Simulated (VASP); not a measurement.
# Te2Mo (P6_3/mmc) in VASP: notebook

Aim: see how the results for Te2Mo move with the level of theory and the settings. Levels: LDA, PBEsol. Tasks: single point.

All numbers are computed with VASP 6.6.1; they aren't measurements. Logs are shortened: lines on timing, memory, paths and dates and some standing lists are left out, and cuts for length are marked.

**The experiment to reproduce.**

“Broadband infrared study of pressure-tunable Fano resonance and metallization transition in 2H-MoTe2”, 2022, pmc:9569381 quotes, for a bulk crystal of Te2Mo at 300 K: band gap 0.88 ± 0.05 eV (indirect).

The runs below are set against these values where they give the same quantity.

## 1. The cell of the first run

Symmetry: P6_3/mmc, No. 194, hexagonal system. Conventional cell: a = 3.495 Å, b = 3.495 Å, c = 13.880 Å, α = 90.00°, β = 90.00°, γ = 120.00°. Te (site symmetry 3m) has 3 Mo at 2.70 Å and 7 Te at 3.49 to 3.58 Å within 3.6 Å. Mo (site symmetry -6m2) has 6 Te at 2.70 Å and 6 Mo at 3.49 Å within 3.6 Å.

## 2. Single point, LDA

INCAR reads:

```
ALGO = Normal
EDIFF = 1E-6
ENCUT = 520
ISIF = 2
ISMEAR = -1
LASPH = True
LCHARG = False
LREAL = False
LWAVE = False
NBANDS = 35
NELM = 60
PREC = Accurate
SIGMA = 0.05
```

KPOINTS reads:

```
k-points
0
Gamma
  9 9 2
```

POSCAR reads:

```
Te2Mo
1.0
    3.4945872080      0.0000000000      0.0000000000
   -1.7472936040      3.0264012979      0.0000000000
    0.0000000000      0.0000000000     13.8798146239
Te Mo
4 2
Direct
    0.6666666667      0.3333333333      0.3790000000
    0.3333333333      0.6666666667      0.8790000000
    0.6666666667      0.3333333333      0.1210000000
    0.3333333333      0.6666666667      0.6210000000
    0.6666666667      0.3333333333      0.7500000000
    0.3333333333      0.6666666667      0.2500000000
```

Potentials or basis: VASP PAW LDA potentials, release 64 (Te, Mo_sv).

On the command line:

```sh
$ cat potpaw_LDA.64/Te/POTCAR potpaw_LDA.64/Mo_sv/POTCAR > POTCAR
$ mpirun -np 1 vasp_std > vasp.out
```

OUTCAR:

```text
EDIFF = 1E-6
   ENCUT = 520
   ISIF = 2
   ISMEAR = -1
   LASPH = True
   LREAL = False
   NELM = 60
   PREC = Accurate

 ion  position               nearest neighbor table
   1  0.667  0.333  0.379-   6 2.70   6 2.70   6 2.70   3 3.58
   2  0.333  0.667  0.879-   5 2.70   5 2.70   5 2.70   4 3.58
   3  0.667  0.333  0.121-   6 2.70   6 2.70   6 2.70   1 3.58
   4  0.333  0.667  0.621-   5 2.70   5 2.70   5 2.70   2 3.58
   5  0.667  0.333  0.750-   2 2.70   4 2.70   2 2.70   4 2.70   2 2.70   4 2.70
   6  0.333  0.667  0.250-   1 2.70   3 2.70   1 2.70   3 2.70   1 2.70   3 2.70

  LATTYP: Found a hexagonal cell.
 ALAT       =     3.4945872080
 C/A-ratio  =     3.9718037633

  Lattice vectors:

 A1 = (   3.4945872080,   0.0000000000,   0.0000000000)
 A2 = (  -1.7472936040,   3.0264012979,   0.0000000000)
 A3 = (   0.0000000000,   0.0000000000,  13.8798146239)

Analysis of symmetry for initial positions (statically):
=====================================================================
 Subroutine PRICEL returns:
 Original cell was already a primitive cell.

 Routine SETGRP: Setting up the symmetry group for a
 hexagonal supercell.

 Subroutine GETGRP returns: Found 24 space group operations
 (whereof 12 operations were pure point group operations)
 out of a pool of 24 trial point group operations.

The static configuration has the point symmetry D_3d.
 The point group associated with its full space group is D_6h.

Analysis of symmetry for dynamics (positions and initial velocities):
=====================================================================
 Subroutine PRICEL returns:
 Original cell was already a primitive cell.

 Routine SETGRP: Setting up the symmetry group for a
 hexagonal supercell.

 Subroutine GETGRP returns: Found 24 space group operations
 (whereof 12 operations were pure point group operations)
 out of a pool of 24 trial point group operations.

The dynamic configuration has the point symmetry D_3d.
 The point group associated with its full space group is D_6h.

 Subroutine INISYM returns: Found 24 space group operations
 (whereof 12 operations are pure point group operations),
 and found     1 'primitive' translations

----------------------------------------------------------------------------------------

                                     Primitive cell

  volume of cell :     146.7932

  direct lattice vectors                    reciprocal lattice vectors
     3.494587208  0.000000000  0.000000000     0.286156831  0.165212723  0.000000000
    -1.747293604  3.026401298  0.000000000     0.000000000  0.330425446  0.000000000
     0.000000000  0.000000000 13.879814624     0.000000000  0.000000000  0.072047072

  length of vectors
     3.494587208  3.494587208 13.879814624     0.330425446  0.330425446  0.072047072

  position of ions in fractional coordinates (direct lattice)
     0.666666667  0.333333333  0.379000000
     0.333333333  0.666666667  0.879000000
     0.666666667  0.333333333  0.121000000
     0.333333333  0.666666667  0.621000000
     0.666666667  0.333333333  0.750000000
     0.333333333  0.666666667  0.250000000

  ion indices of the primitive-cell ions
   primitive index   ion index
                 1           1
                 2           2
                 3           3
                 4           4
                 5           5
                 6           6

----------------------------------------------------------------------------------------

 KPOINTS: k-points

Automatic generation of k-mesh.
 Grid dimensions read from file:
 generate k-points for:    9    9    2

 Generating k-lattice:

  Cartesian coordinates                     Fractional coordinates (reciprocal lattice)
     0.031795203  0.018356969  0.000000000     0.111111111  0.000000000  0.000000000
     0.000000000  0.036713938  0.000000000     0.000000000  0.111111111  0.000000000
     0.000000000  0.000000000  0.036023536     0.000000000  0.000000000  0.500000000

  Length of vectors
     0.036713938  0.036713938  0.036023536

  Shift w.r.t. Gamma in fractional coordinates (k-lattice)
     0.000000000  0.000000000  0.000000000

 Subroutine IBZKPT returns following result:
 ===========================================

 Found     24 irreducible k-points:

 Following reciprocal coordinates:
            Coordinates               Weight
  0.000000  0.000000  0.000000      1.000000
  0.111111 -0.000000  0.000000      6.000000
  0.222222 -0.000000  0.000000      6.000000
  0.333333 -0.000000  0.000000      6.000000
  0.444444 -0.000000  0.000000      6.000000
  0.111111  0.111111  0.000000      6.000000
[... 16 lines left out ...]
  0.333333  0.222222  0.500000     12.000000
  0.333333  0.333333  0.500000      2.000000
   k-points           NKPTS =     24   k-points in BZ     NKDIM =     24   number of bands    NBANDS=     35
   number of dos      NEDOS =    301   number of ions     NIONS =      6
   total plane-waves  NPLWV =  84672
   dimension x,y,z NGX =    28 NGY =   28 NGZ =  108
   dimension x,y,z NGXF=    56 NGYF=   56 NGZF=  216
   ions per type =               4   2
   NGX,Y,Z   is equivalent  to a cutoff of  13.32, 13.32, 12.94 a.u.
   NGXF,Y,Z  is equivalent  to a cutoff of  26.64, 26.64, 25.87 a.u.
 SYSTEM =  unknown system
   PREC   = accura    normal or accurate (medium, high low for compatibility)
   ISTART =      0    job   : 0-new  1-cont  2-samecut
   ICHARG =      2    charge: 1-file 2-atom 10-const
   ISPIN  =      1    spin polarized calculation?
   LNONCOLLINEAR =      F non collinear calculations
   LSORBIT =      F    spin-orbit coupling
   LASPH  =      T    aspherical Exc in radial PAW
   ENCUT  =  520.0 eV  38.22 Ry    6.18 a.u.   6.50  6.50 25.81*2*pi/ulx,y,z
   NELM   =     60;   NELMIN=  2; NELMDL= -5     # of ELM steps
   EDIFF  = 0.1E-05   stopping-criterion for ELM
   LREAL  =      F    real-space projection
   EDIFFG = 0.1E-04   stopping-criterion for IOM
   NSW    =      0    number of steps for IOM
   IBRION =     -1    ionic relax: 0-MD 1-quasi-New 2-CG
   NFREE  =      0    steps in history (QN), initial steepest desc. (CG)
   ISIF   =      2    stress and relaxation
   ISYM   =      2    0-nonsym 1-usesym 2-fastsym
   POTIM  = 0.5000    time-step for ionic-motion
   TEBEG  =    0.0;   TEEND  =   0.0 temperature during run
   PSTRESS=    0.0 pullay stress
   NELECT =      52.0000    total number of electrons
   NUPDOWN=      -1.0000    fix difference up-down
   EMIN   =  10.00;   EMAX   =-10.00  energy-range for DOS
   EFERMI =   0.00;   METHOD = LEGACY
   ISMEAR =    -1;   SIGMA  =   0.05  broadening in eV -4-tet -1-fermi 0-gaus
   EFERMI_NEDOS =   21; number of points for ismear=-14 and -15
   IALGO  =     38    algorithm
   IMIX   =      4    mixing-type and parameters
     AMIX     =   0.40;   BMIX     =  1.00
     AMIX_MAG =   1.60;   BMIX_MAG =  1.00
  volume/ion in A,a.u.               =      24.47       165.10
  Fermi-wavevector in a.u.,A,eV,Ry     =   1.158352  2.188968 18.256020  1.341780
  Thomas-Fermi vector in A             =   2.294955
   LORBIT       =      0    0 simple, 1 ext, 2 COOP (PROOUT), +10 PAW based schemes
   GGA     = CA    functional components
   LHFCALC =     F    Hartree Fock is set to
   AEXX    =    0.0000 exact exchange contribution
   IVDW    =     0    specifies the selected vdW correction
   LEPSILON=     F    determine dielectric tensor
   LRPA    =     F    only Hartree local field effects (RPA)
 non-spin polarized calculation
  energy-cutoff  :      520.00
  volume of cell :      146.79
 maximum number of plane-waves:      4012
 NGX is ok and might be reduce to    28
   NGX = 13   NGY = 13   NGZ = 51

 number of electron      51.9999995 magnetization

 Free energy of the ion-electron system (eV)
  ---------------------------------------------------
  ext. energy  EPLUGINS =         0.00000000
  ---------------------------------------------------
  free energy    TOTEN  =       -41.25670594 eV

  energy without entropy =      -41.25666515  energy(sigma->0) =      -41.25668555

 E-fermi :   8.6486     XC(G=0): -10.7454

 val. band max:        8.2966288447   @ k =   0.0000   0.0000   0.0000
 cond. band min:       9.0325982661   @ k =   0.2222   0.2222   0.0000
 fundamental gap:      0.7359694214
 Fermi energy:         8.6486028600

 k-point     1 :       0.0000    0.0000    0.0000
  band No.  band energies     occupation
      1     -52.1712      2.00000
      2     -52.1712      2.00000
      3     -26.5472      2.00000
      4     -26.5472      2.00000
      5     -26.3963      2.00000
      6     -26.3963      2.00000
[... 27 lines left out ...]
     34      11.7564      0.00000
     35      14.0468      0.00000

 k-point     2 :       0.1111   -0.0000    0.0000
  band No.  band energies     occupation
      1     -52.1698      2.00000
      2     -52.1698      2.00000
      3     -26.5433      2.00000
      4     -26.5433      2.00000
      5     -26.4134      2.00000
      6     -26.4134      2.00000
[... 27 lines left out ...]
     34      11.5803      0.00000
     35      14.6731      0.00000

 k-point     3 :       0.2222   -0.0000    0.0000
  band No.  band energies     occupation
      1     -52.1665      2.00000
      2     -52.1665      2.00000
      3     -26.5335      2.00000
      4     -26.5335      2.00000
      5     -26.4567      2.00000
      6     -26.4567      2.00000
[... 27 lines left out ...]
     34      11.9168      0.00000
     35      14.5957      0.00000
[... 723 lines left out ...]
 k-point    23 :       0.3333    0.2222    0.5000
  band No.  band energies     occupation
      1     -52.1591      2.00000
      2     -52.1591      2.00000
      3     -26.5200      2.00000
      4     -26.5200      2.00000
      5     -26.5118      2.00000
      6     -26.5118      2.00000
[... 27 lines left out ...]
     34      11.9236      0.00000
     35      13.3422      0.00000

 k-point    24 :       0.3333    0.3333    0.5000
  band No.  band energies     occupation
      1     -52.1584      2.00000
      2     -52.1584      2.00000
      3     -26.5098      2.00000
      4     -26.5098      2.00000
      5     -26.5068      2.00000
      6     -26.5068      2.00000
[... 27 lines left out ...]
     34      11.9594      0.00000
     35      13.2809      0.00000

------------------------ aborting loop because EDIFF is reached ----------------------------------------

  FORCE on cell =-STRESS in cart. coord.  units (eV):
  Direction    XX          YY          ZZ          XY          YZ          ZX
  --------------------------------------------------------------------------------------
  -------------------------------------------------------------------------------------
  Total       -0.9060907     -0.9060907     -0.2264854      0.0000000      0.0000000     -0.0000000
  in kB       -9.8895424     -9.8895424     -2.4719789      0.0000000      0.0000000     -0.0000000
  external PRESSURE =      -7.4170212 kB  Pullay stress =       0.0000000 kB

 VOLUME and BASIS-vectors are now :
 -----------------------------------------------------------------------------
  energy-cutoff  :      520.00
  volume of cell :      146.79
      direct lattice vectors                 reciprocal lattice vectors
     3.494587208  0.000000000  0.000000000     0.286156831  0.165212723  0.000000000
    -1.747293604  3.026401298  0.000000000     0.000000000  0.330425446  0.000000000
     0.000000000  0.000000000 13.879814624     0.000000000  0.000000000  0.072047072

 POSITION                                       TOTAL-FORCE (eV/Angst)
 -----------------------------------------------------------------------------------
      1.74729      1.00880      5.26045        -0.000000      0.000000      0.041199
     -0.00000      2.01760     12.20036        -0.000000     -0.000000      0.041199
      1.74729      1.00880      1.67946        -0.000000      0.000000     -0.041199
     -0.00000      2.01760      8.61936        -0.000000     -0.000000     -0.041199
      1.74729      1.00880     10.40986         0.000000      0.000000     -0.000000
     -0.00000      2.01760      3.46995         0.000000     -0.000000     -0.000000
 -----------------------------------------------------------------------------------
    total drift:                               -0.000000      0.000000     -0.000000

  FREE ENERGIE OF THE ION-ELECTRON SYSTEM (eV)
  ---------------------------------------------------
  free  energy   TOTEN  =       -41.2567059422 eV

  energy  without entropy=      -41.2566651506  energy(sigma->0) =      -41.25668555
```

Run time: 4.8 min. Hardware: 1 thread of Intel Xeon 8259CL, shared host; peak memory 0.28 GiB.

What came out:

```yaml
Free_energy: -41.2567 eV
Pressure: -0.7 GPa
Largest_force: 0.041 eV/Å
Band_gap_on_the_k_mesh: 0.74 eV (least direct gap 1.06 eV)
```

Forces in eV/Å, atoms in the order of the input:
```
Te   0.000  0.000  0.041
Te   0.000  0.000  0.041
Te   0.000  0.000 -0.041
Te   0.000  0.000 -0.041
Mo   0.000  0.000  0.000
Mo   0.000  0.000  0.000
```

Levels at points of the mesh, in eV from the valence-band top:
```csv
k point,band 24,band 25,band 26,band 27,band 28,band 29
"(0.00, 0.00, 0.00)",-1.07,-0.30,0.00,2.95,2.95,3.08
"(0.00, 0.00, 0.50)",-1.09,-0.08,-0.08,2.99,2.99,2.99
```

Caveat: semilocal functionals underestimate gaps, and a narrow one can read as zero; spin-orbit coupling is left out, which moves the levels of the heavy elements.

## 3. Single point, PBEsol

This run uses another cell than the first one, of 24.69 Å³/atom.

INCAR reads:

```
SYSTEM = Te2Mo
  PREC = Accurate
  ENCUT = 520
  EDIFF = 1E-6
  ISMEAR = -1
  SIGMA = 0.05
  LREAL = .FALSE.
  LASPH = .TRUE.
  NELM = 60
  ALGO = Normal
  ISIF = 2
  LWAVE = .FALSE.
  LCHARG = .FALSE.
  GGA = PS
  NBANDS = 35
```

KPOINTS reads:

```
regular mesh
0
G
  9 9 2
  0 0 0
```

POSCAR reads:

```
Te2Mo
1.0
    3.4939420088      0.0000000000      0.0000000000
   -1.7469710044      3.0258425390      0.0000000000
    0.0000000000      0.0000000000     14.0098176117
Te Mo
4 2
Direct
    0.6666666667      0.3333333333      0.3788624142
    0.3333333333      0.6666666667      0.8788624142
    0.6666666667      0.3333333333      0.1211375858
    0.3333333333      0.6666666667      0.6211375858
    0.6666666667      0.3333333333      0.7500000000
    0.3333333333      0.6666666667      0.2500000000
```

Potentials or basis: VASP PAW PBE potentials, release 64 (Te, Mo_sv).

On the command line:

```sh
$ cat potpaw_PBE.64/Te/POTCAR potpaw_PBE.64/Mo_sv/POTCAR > POTCAR
$ mpirun -np 1 vasp_std > vasp.out
```

Wall time 6.7 min (1 thread of Intel Xeon 8259CL, shared host); peak memory 0.33 GiB.

Results (log left out):

```
Free energy            : -39.3953 eV
Pressure               : 0.1 GPa
Largest force          : 0.030 eV/Å
Band gap on the k mesh : 0.79 eV (least direct gap 1.09 eV)
```

Forces in eV/Å, atoms in the order of the input:
```
Te   0.000  0.000  0.030
Te   0.000  0.000  0.030
Te   0.000  0.000 -0.030
Te   0.000  0.000 -0.030
Mo   0.000  0.000  0.000
Mo   0.000  0.000  0.000
```

Stress tensor (GPa, compression positive):
```
0.09 0.00 0.00
0.00 0.09 0.00
0.00 0.00 0.21
```

Levels at points of the mesh, in eV from the valence-band top:
| k point | band 23 | band 24 | band 25 | band 26 | band 27 | band 28 | band 29 | band 30 |
| --- | --- | --- | --- | --- | --- | --- | --- | --- |
| (0.00, 0.00, 0.00) | -0.96 | -0.96 | -0.35 | 0.00 | 3.04 | 3.04 | 3.17 | 3.17 |
| (0.00, 0.00, 0.50) | -0.97 | -0.97 | -0.09 | -0.09 | 3.08 | 3.08 | 3.08 | 3.08 |

Caveat: semilocal functionals underestimate gaps, and a narrow one can read as zero; the PAW data sets were made with another functional, which shifts forces and pressure a little; spin-orbit coupling is left out, which moves the levels of the heavy elements; this functional lacks dispersion, which binds layers or chains, so the pressure and a relaxed spacing across them are unreliable.

## 4. Single point, LDA

This run uses another cell than the first one, of 25.46 Å³/atom.

INCAR reads:

```
SYSTEM = Te2Mo
ALGO = Normal
EDIFF = 1E-7
ENCUT = 520
GGA = CA
ISIF = 2
ISMEAR = -1
LASPH = .TRUE.
LCHARG = .FALSE.
LREAL = .FALSE.
LWAVE = .FALSE.
NBANDS = 35
NELM = 60
PREC = Accurate
SIGMA = 0.05
```

KPOINTS reads:

```
k-points
0
G
  9 9 2
  0 0 0
```

POSCAR reads:

```
Te2Mo
1.0
    3.5415000168      0.0000000000      0.0000000000
   -1.7707500084      3.0670289820      0.0000000000
    0.0000000000      0.0000000000     14.0661430943
Te Mo
4 2
Direct
    0.6666666667      0.3333333333      0.3790000000
    0.3333333333      0.6666666667      0.8790000000
    0.6666666667      0.3333333333      0.1210000000
    0.3333333333      0.6666666667      0.6210000000
    0.6666666667      0.3333333333      0.7500000000
    0.3333333333      0.6666666667      0.2500000000
```

Potentials or basis: VASP PAW LDA potentials, release 64 (Te, Mo_sv).

On the command line:

```sh
$ cat potpaw_LDA.64/Te/POTCAR potpaw_LDA.64/Mo_sv/POTCAR > POTCAR
$ mpirun -np 1 vasp_std > vasp.out
```

Run time: 6.1 min. Hardware: 1 thread of Intel Xeon 8259CL, shared host; peak memory 0.29 GiB.

It converged, with:

- Free energy: -41.1555 eV
- Pressure: -4.6 GPa
- Largest force: 0.499 eV/Å
- Band gap on the k mesh: 0.76 eV (least direct gap 1.01 eV)

Forces on the atoms (eV/Å):
```
Te   0.000  0.000 -0.499
Te   0.000  0.000 -0.499
Te   0.000  0.000  0.499
Te   0.000  0.000  0.499
Mo   0.000  0.000  0.000
Mo   0.000  0.000  0.000
```

Stress tensor (GPa, compression positive):
```
-4.53  0.00  0.00
 0.00 -4.53  0.00
 0.00  0.00 -4.77
```

Levels at points of the mesh, in eV from the valence-band top:
```
           k point  band 24  band 25  band 26  band 27  band 28  band 29
(0.00, 0.00, 0.00)    -1.00    -0.32     0.00     2.81     2.81     2.94
(0.00, 0.00, 0.50)    -1.02    -0.08    -0.08     2.85     2.85     2.85
```

Caveat: the cell stands under tension; semilocal functionals underestimate gaps, and a narrow one can read as zero; spin-orbit coupling is left out, which moves the levels of the heavy elements. LDA gaps usually lie below the measured ones, often by a third to a half.

(Part 1 of 2 ends here.)
